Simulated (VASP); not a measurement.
# Co (P6_3/mmc) in VASP: further runs, part 2 of 2

VASP 6.6.1.

### 3 Single point, PBE, collinear spin, ferromagnetic start (volume scaled by 0.96)

Contents of INCAR:

```
ALGO = Normal
EDIFF = 1E-6
ENCUT = 520
GGA = PE
ISIF = 2
ISMEAR = -1
ISPIN = 2
LASPH = True
LCHARG = False
LMAXMIX = 4
LORBIT = 11
LREAL = False
LWAVE = False
MAGMOM = 2 2
NBANDS = 20
NELM = 150
PREC = Accurate
SIGMA = 0.08
```

Contents of KPOINTS:

```
k-points
0
Gamma
  15 15 8
```

Contents of POSCAR:

```
Co
1.0
    2.4735120621      0.0000000000      0.0000000000
   -1.2367560310      2.1421242823      0.0000000000
    0.0000000000      0.0000000000      4.0148946085
Co
2
Direct
    0.3333333333      0.6666666667      0.2500000000
    0.6666666667      0.3333333333      0.7500000000
```

Potentials or basis: VASP PAW PBE potentials, release 64 (Co).

The run is started by

```bash
> cat potpaw_PBE.64/Co/POTCAR > POTCAR
> mpirun -np 1 vasp_std > vasp.out
```

OUTCAR:

```text
EDIFF = 1E-6
   ENCUT = 520
   GGA = PE
   ISIF = 2
   ISMEAR = -1
   ISPIN = 2
   LASPH = True
   LORBIT = 11
   LREAL = False
   NELM = 150
   PREC = Accurate

 ion  position               nearest neighbor table
   1  0.333  0.667  0.250-   2 2.46   2 2.46   2 2.46   2 2.46   2 2.46   2 2.46
   2  0.667  0.333  0.750-   1 2.46   1 2.46   1 2.46   1 2.46   1 2.46   1 2.46

  LATTYP: Found a hexagonal cell.
 ALAT       =     2.4735120621
 C/A-ratio  =     1.6231554598

  Lattice vectors:

 A1 = (   2.4735120621,   0.0000000000,   0.0000000000)
 A2 = (  -1.2367560310,   2.1421242823,   0.0000000000)
 A3 = (   0.0000000000,   0.0000000000,   4.0148946085)

Analysis of symmetry for initial positions (statically):
=====================================================================
 Subroutine PRICEL returns:
 Original cell was already a primitive cell.

 Routine SETGRP: Setting up the symmetry group for a
 hexagonal supercell.

 Subroutine GETGRP returns: Found 24 space group operations
 (whereof 12 operations were pure point group operations)
[... 742 lines left out ...]

 spin component 2

 k-point     1 :       0.0000    0.0000    0.0000
  band No.  band energies     occupation
      1       1.5158      1.00000
      2       6.2497      1.00000
      3       9.4995      1.00000
      4       9.5533      1.00000
      5       9.5533      1.00000
      6       9.9246      0.99950
[... 541 lines left out ...]
     19      30.5592      0.00000
     20      40.0572      0.00000

 [... further k-points ...]
[... 5 lines left out ...]
  --------------------------------------------------------------------------------------
  -------------------------------------------------------------------------------------
  Total        0.6086632      0.6086632      0.4347202      0.0000000      0.0000000      0.0000000
  in kB       45.8410767     45.8410767     32.7406732      0.0000000      0.0000000      0.0000000
  external PRESSURE =      41.4742755 kB  Pullay stress =       0.0000000 kB

 VOLUME and BASIS-vectors are now :
 -----------------------------------------------------------------------------
  energy-cutoff  :      520.00
  volume of cell :       21.27
      direct lattice vectors                 reciprocal lattice vectors
     2.473512062  0.000000000  0.000000000     0.404283454  0.233413161  0.000000000
    -1.236756031  2.142124282  0.000000000     0.000000000  0.466826322  0.000000000
     0.000000000  0.000000000  4.014894608     0.000000000  0.000000000  0.249072541

 POSITION                                       TOTAL-FORCE (eV/Angst)
 -----------------------------------------------------------------------------------
     -0.00000      1.42808      1.00372         0.000000      0.000000      0.000000
      1.23676      0.71404      3.01117        -0.000000     -0.000000      0.000000
 -----------------------------------------------------------------------------------
    total drift:                                0.000000     -0.000000     -0.000000

  FREE ENERGIE OF THE ION-ELECTRON SYSTEM (eV)
  ---------------------------------------------------
  free  energy   TOTEN  =       -14.0857643737 eV

  energy  without entropy=      -14.0484471531  energy(sigma->0) =      -14.06710576

 total charge

# of ion       s       p       d       tot
------------------------------------------
    1        0.498   0.539   7.276   8.312
    2        0.498   0.539   7.276   8.312
--------------------------------------------------
tot          0.995   1.078  14.552  16.624

 magnetization (x)

# of ion       s       p       d       tot
------------------------------------------
    1       -0.015  -0.053   1.689   1.621
    2       -0.015  -0.053   1.689   1.621
--------------------------------------------------
tot         -0.029  -0.106   3.378   3.243
```

OSZICAR:

```text
N       E                     dE             d eps       ncg     rms          rms(c)
DAV:   1     0.853312569429E+02    0.85331E+02   -0.82462E+03 11408   0.124E+03
DAV:   2    -0.114927251307E+02   -0.96824E+02   -0.86962E+02 10924   0.217E+02
DAV:   3    -0.160705917372E+02   -0.45779E+01   -0.43785E+01 12284   0.571E+01
DAV:   4    -0.161403354808E+02   -0.69744E-01   -0.69685E-01 13172   0.620E+00
DAV:   5    -0.161422361190E+02   -0.19006E-02   -0.19005E-02 12660   0.957E-01    0.152E+01
DAV:   6    -0.144841983987E+02    0.16580E+01   -0.71267E+00 12244   0.551E+01    0.672E+00
DAV:   7    -0.141221410635E+02    0.36206E+00   -0.10841E+00 12788   0.197E+01    0.385E+00
DAV:   8    -0.141008941505E+02    0.21247E-01   -0.15865E-02 14224   0.129E+00    0.183E+00
DAV:   9    -0.140859182877E+02    0.14976E-01   -0.30952E-03 17592   0.100E+00    0.476E-01
DAV:  10    -0.140857994114E+02    0.11888E-03   -0.55835E-04 14320   0.293E-01    0.165E-01
DAV:  11    -0.140857659864E+02    0.33425E-04   -0.97701E-05 16256   0.151E-01    0.261E-02
DAV:  12    -0.140857647336E+02    0.12529E-05   -0.95085E-06 11480   0.272E-02    0.153E-02
DAV:  13    -0.140857643737E+02    0.35993E-06   -0.15693E-06  9720   0.151E-02
   1 F= -.14085764E+02 E0= -.14067106E+02  d E =-.373172E-01  mag=     3.2118
```

stdout:

```text
POSCAR found type information on POSCAR Co
 POSCAR found :  1 types and       2 ions
 scaLAPACK will be used
 LDA part: xc-table for (Slater+PW92), standard interpolation
 POSCAR, INCAR and KPOINTS ok, starting setup
 FFT: planning ... GRIDC
 FFT: planning ... GRID_SOFT
 FFT: planning ... GRID
 WAVECAR not read
 entering main loop
```

Wall time 38 s (1 thread of Intel Xeon 6975P-C (Granite Rapids), shared host); peak memory 0.19 GiB.

What came out:

| Quantity | Value |
| --- | --- |
| Free energy | -14.0858 eV |
| Pressure | 4.1 GPa |
| Net moment | 3.21 μB per cell |
| Site moments | Co +1.62 μB |
| Valence electrons inside the program's atomic spheres | Co 8.31 |

Stress tensor (GPa, compression positive):
```
4.58 0.00 0.00
0.00 4.58 0.00
0.00 0.00 3.27
```

Levels at points of the mesh, in eV from the Fermi level:
Spin up:
```tsv
k point	band 7	band 8	band 9	band 10	band 11	band 12	band 13	band 14	band 15	band 16
(0.00, 0.00, 0.00)	-2.29	-1.92	-1.92	-0.80	-0.80	-0.12	6.48	22.20	24.99	24.99
(0.00, 0.00, 0.50)	-2.68	-2.68	-1.12	-1.12	-1.12	-1.12	15.16	15.16	22.93	22.93
```
Spin down:
```
           k point  band 4  band 5  band 6  band 7  band 8  band 9  band 10  band 11
(0.00, 0.00, 0.00)   -0.98   -0.98   -0.61   -0.61   -0.18   -0.16    -0.16     1.08
(0.00, 0.00, 0.50)   -1.59   -1.04   -1.04   -1.04   -1.04    0.73     0.73     0.73
```

Caveat: the cell differs from its parent crystal (volume scaled by 0.96).

### 4 Single point, PBE, collinear spin, ferromagnetic start

This run uses another cell than the first one, of 11.08 Å³/atom, 1.087 times its volume.

Contents of INCAR:

```
SYSTEM = Co
  PREC = Accurate
  ENCUT = 520
  EDIFF = 1E-6
  ISMEAR = -1
  SIGMA = 0.08
  LREAL = .False.
  LASPH = .True.
  NELM = 150
  ALGO = Normal
  ISIF = 2
  LWAVE = .False.
  LCHARG = .False.
  ISPIN = 2
  MAGMOM = 2 2
  LORBIT = 11
  LMAXMIX = 4
  GGA = PE
  NBANDS = 20
```

Contents of KPOINTS:

```
Automatic mesh
0
Gamma
  15 15 8
  0 0 0
```

Contents of POSCAR:

```
Co
1.0
    2.5074000000      0.0000000000      0.0000000000
   -1.2537000000      2.1714720974      0.0000000000
    0.0000000000      0.0000000000      4.0699000000
Co
2
Direct
    0.3333333333      0.6666666667      0.2500000000
    0.6666666667      0.3333333333      0.7500000000
```

Potentials or basis: VASP PAW PBE potentials, release 64 (Co).

The run is started by

```bash
> cat potpaw_PBE.64/Co/POTCAR > POTCAR
> mpirun -np 1 vasp_std > vasp.out
```

OUTCAR:

```text
SYSTEM = Co
   PREC = Accurate
   ENCUT = 520
   EDIFF = 1E-6
   ISMEAR = -1
   LREAL = .False.
   LASPH = .True.
   NELM = 150
   ISIF = 2
   ISPIN = 2
   LORBIT = 11
   GGA = PE

 ion  position               nearest neighbor table
   1  0.333  0.667  0.250-   2 2.50   2 2.50   2 2.50   2 2.50   2 2.50   2 2.50
   2  0.667  0.333  0.750-   1 2.50   1 2.50   1 2.50   1 2.50   1 2.50   1 2.50

  LATTYP: Found a hexagonal cell.
 ALAT       =     2.5074000000
 C/A-ratio  =     1.6231554598

  Lattice vectors:

 A1 = (   2.5074000000,   0.0000000000,   0.0000000000)
 A2 = (  -1.2537000000,   2.1714720974,   0.0000000000)
 A3 = (   0.0000000000,   0.0000000000,   4.0699000000)

Analysis of symmetry for initial positions (statically):
=====================================================================
 Subroutine PRICEL returns:
 Original cell was already a primitive cell.

 Routine SETGRP: Setting up the symmetry group for a
 hexagonal supercell.

 Subroutine GETGRP returns: Found 24 space group operations
 (whereof 12 operations were pure point group operations)
 out of a pool of 24 trial point group operations.

The static configuration has the point symmetry D_3d.
 The point group associated with its full space group is D_6h.

Analysis of symmetry for dynamics (positions and initial velocities):
=====================================================================
 Subroutine PRICEL returns:
 Original cell was already a primitive cell.

 Routine SETGRP: Setting up the symmetry group for a
 hexagonal supercell.

 Subroutine GETGRP returns: Found 24 space group operations
 (whereof 12 operations were pure point group operations)
 out of a pool of 24 trial point group operations.

The dynamic configuration has the point symmetry D_3d.
 The point group associated with its full space group is D_6h.

Analysis of structural, dynamic, and magnetic symmetry:
=====================================================================
 Subroutine PRICEL returns:
 Original cell was already a primitive cell.
[... 145 lines left out ...]
   NGX =  9   NGY =  9   NGZ = 15

 number of electron      18.0000002 magnetization       3.2626846

 Free energy of the ion-electron system (eV)
  ---------------------------------------------------
  ext. energy  EPLUGINS =         0.00000000
  ---------------------------------------------------
  free energy    TOTEN  =       -14.08426718 eV

  energy without entropy =      -14.04637546  energy(sigma->0) =      -14.06532132

 E-fermi :   9.9615     XC(G=0): -13.2809

 val. band max:        9.9611564816   @ k =   0.4000   0.0667   0.3750
 cond. band min:       9.9626072739   @ k =   0.1333   0.1333   0.0000
 fundamental gap:      0.0014507923
 Fermi energy:         9.9614577905

 spin component 1

 k-point     1 :       0.0000    0.0000    0.0000
  band No.  band energies     occupation
      1       1.1759      1.00000
      2       4.9248      1.00000
      3       7.3591      1.00000
      4       7.3980      1.00000
      5       7.3980      1.00000
      6       7.6942      1.00000
[... 541 lines left out ...]
     19      28.9903      0.00000
     20      38.3760      0.00000

 [... further k-points ...]

 spin component 2

 k-point     1 :       0.0000    0.0000    0.0000
  band No.  band energies     occupation
      1       1.1694      1.00000
      2       5.8736      1.00000
      3       9.0011      0.99999
      4       9.0548      0.99999
      5       9.0548      0.99999
      6       9.4039      0.99906
[... 541 lines left out ...]
     19      29.3388      0.00000
     20      38.6594      0.00000

 [... further k-points ...]
[... 5 lines left out ...]
  --------------------------------------------------------------------------------------
  -------------------------------------------------------------------------------------
  Total       -0.5776829     -0.5776829     -0.6911189      0.0000000     -0.0000000      0.0000000
  in kB      -41.7675010    -41.7675010    -49.9691228      0.0000000     -0.0000000      0.0000000
  external PRESSURE =     -44.5013749 kB  Pullay stress =       0.0000000 kB

 VOLUME and BASIS-vectors are now :
 -----------------------------------------------------------------------------
  energy-cutoff  :      520.00
  volume of cell :       22.16
      direct lattice vectors                 reciprocal lattice vectors
     2.507400000  0.000000000  0.000000000     0.398819494  0.230258542  0.000000000
    -1.253700000  2.171472097  0.000000000     0.000000000  0.460517085  0.000000000
     0.000000000  0.000000000  4.069900000     0.000000000  0.000000000  0.245706283

 POSITION                                       TOTAL-FORCE (eV/Angst)
 -----------------------------------------------------------------------------------
     -0.00000      1.44765      1.01747        -0.000000     -0.000000      0.000000
      1.25370      0.72382      3.05242         0.000000      0.000000      0.000000
 -----------------------------------------------------------------------------------
    total drift:                                0.000000      0.000000     -0.000000

  FREE ENERGIE OF THE ION-ELECTRON SYSTEM (eV)
  ---------------------------------------------------
  free  energy   TOTEN  =       -14.0842671766 eV

  energy  without entropy=      -14.0463754583  energy(sigma->0) =      -14.06532132

 total charge

# of ion       s       p       d       tot
------------------------------------------
    1        0.480   0.503   7.249   8.233
    2        0.480   0.503   7.249   8.233
--------------------------------------------------
tot          0.961   1.007  14.498  16.465

 magnetization (x)

# of ion       s       p       d       tot
------------------------------------------
    1       -0.014  -0.053   1.722   1.655
    2       -0.014  -0.053   1.722   1.655
--------------------------------------------------
tot         -0.028  -0.106   3.444   3.310
```

OSZICAR:

```text
N       E                     dE             d eps       ncg     rms          rms(c)
DAV:   1     0.855689194041E+02    0.85569E+02   -0.82367E+03 11288   0.123E+03
DAV:   2    -0.116827069157E+02   -0.97252E+02   -0.87667E+02 10924   0.216E+02
DAV:   3    -0.161068734126E+02   -0.44242E+01   -0.42223E+01 12384   0.559E+01
DAV:   4    -0.161728493700E+02   -0.65976E-01   -0.65925E-01 13184   0.600E+00
DAV:   5    -0.161747977430E+02   -0.19484E-02   -0.19483E-02 12476   0.987E-01    0.146E+01
DAV:   6    -0.145492654751E+02    0.16255E+01   -0.77652E+00 12204   0.566E+01    0.719E+00
DAV:   7    -0.141173990637E+02    0.43187E+00   -0.12419E+00 12520   0.208E+01    0.377E+00
DAV:   8    -0.140992975669E+02    0.18101E-01   -0.16625E-02 14028   0.123E+00    0.170E+00
DAV:   9    -0.140846273198E+02    0.14670E-01   -0.32890E-03 17140   0.101E+00    0.469E-01
DAV:  10    -0.140843608181E+02    0.26650E-03   -0.56801E-04 14064   0.293E-01    0.159E-01
DAV:  11    -0.140842689370E+02    0.91881E-04   -0.10428E-04 16040   0.149E-01    0.289E-02
DAV:  12    -0.140842675560E+02    0.13810E-05   -0.90048E-06 11604   0.279E-02    0.162E-02
DAV:  13    -0.140842671766E+02    0.37940E-06   -0.15212E-06  9824   0.147E-02
   1 F= -.14084267E+02 E0= -.14065321E+02  d E =-.378917E-01  mag=     3.2630
```

It took 42 s on 1 thread of Intel Xeon 6975P-C (Granite Rapids), shared host; peak memory 0.2 GiB.

Results:

- Free energy: -14.0843 eV
- Pressure: -4.5 GPa
- Net moment: 3.26 μB per cell
- Site moments: Co +1.66 μB
- Valence electrons inside the program's atomic spheres: Co 8.23

### 5 Single point, PBE (volume scaled by 0.66)

Contents of INCAR:

```
SYSTEM = Co
ALGO = Normal ; EDIFF = 1E-6
ENCUT = 520 ; GGA = PE
ISIF = 2 ; ISMEAR = -1
LASPH = .TRUE. ; LCHARG = .TRUE.
LELF = .TRUE. ; LREAL = .FALSE.
LVHAR = .TRUE. ; LWAVE = .FALSE.
NBANDS = 16 ; NELM = 80
PREC = Accurate ; SIGMA = 0.08
```

Contents of KPOINTS:

```
k-points
0
G
  15 15 8
  0 0 0
```

Contents of POSCAR:

```
Co
1.0
    2.1830897977      0.0000000000      0.0000000000
   -1.0915448988      1.8906112235      0.0000000000
    0.0000000000      0.0000000000      3.5434941244
Co
2
Direct
    0.3333333333      0.6666666667      0.2500000000
    0.6666666667      0.3333333333      0.7500000000
```

The run is started by

```bash
> cat potpaw_PBE.64/Co/POTCAR > POTCAR
> mpirun -np 1 vasp_std > vasp.out
```

Wall time 15 s (1 thread of Intel Xeon 6975P-C, shared host); peak memory 0.14 GiB.

It converged, with:

* Free energy: -11.0828 eV
* Pressure: 193.4 GPa
* Band gap on the k mesh: zero (band 9 reaches 18.11 eV, above the bottom of band 10 at 15.53 eV)

Stress tensor (GPa, compression positive):
```
194.41   0.00   0.00
  0.00 194.41   0.00
  0.00   0.00 191.47
```

Levels at points of the mesh, in eV from the Fermi level:
```
           k point  band 7  band 8  band 9  band 10  band 11  band 12
(0.00, 0.00, 0.00)   -2.58   -1.88   -1.88    -0.43     0.15     0.15
(0.00, 0.00, 0.50)   -3.30   -3.30   -0.40    -0.40    -0.40    -0.40
```

Caveat: the cell differs from its parent crystal (volume scaled by 0.66); the run has no spin polarisation, though such a crystal can be magnetic. Spin polarisation is off, so any magnetic state and its effect on volume and gap are missing.

### 6 The runs side by side

```csv
spin,cell,gap on the mesh (eV),pressure (GPa),moment (μB)
"collinear, ferromagnetic start","a = 2.439, b = 2.439, c = 3.958 Å, angles 90.0, 90.0, 120.0°, 2 atoms",none,14.9,3.14
"collinear, ferromagnetic start","a = 2.474, b = 2.474, c = 4.015 Å, angles 90.0, 90.0, 120.0°, 2 atoms",none,4.1,3.21
"collinear, ferromagnetic start","a = 2.507, b = 2.507, c = 4.070 Å, angles 90.0, 90.0, 120.0°, 2 atoms",none,-4.5,3.26
off,"a = 2.183, b = 2.183, c = 3.543 Å, angles 90.0, 90.0, 120.0°, 2 atoms",none,193.4,-
```

Alike in all rows: task single point; level PBE; potentials or basis VASP PAW PBE potentials, release 64 (Co); k mesh 15 × 15 × 8; cutoff (eV) 520; smearing fermi-dirac 0.08 eV.

Absolute energies hang on the potentials; compare differences alone.
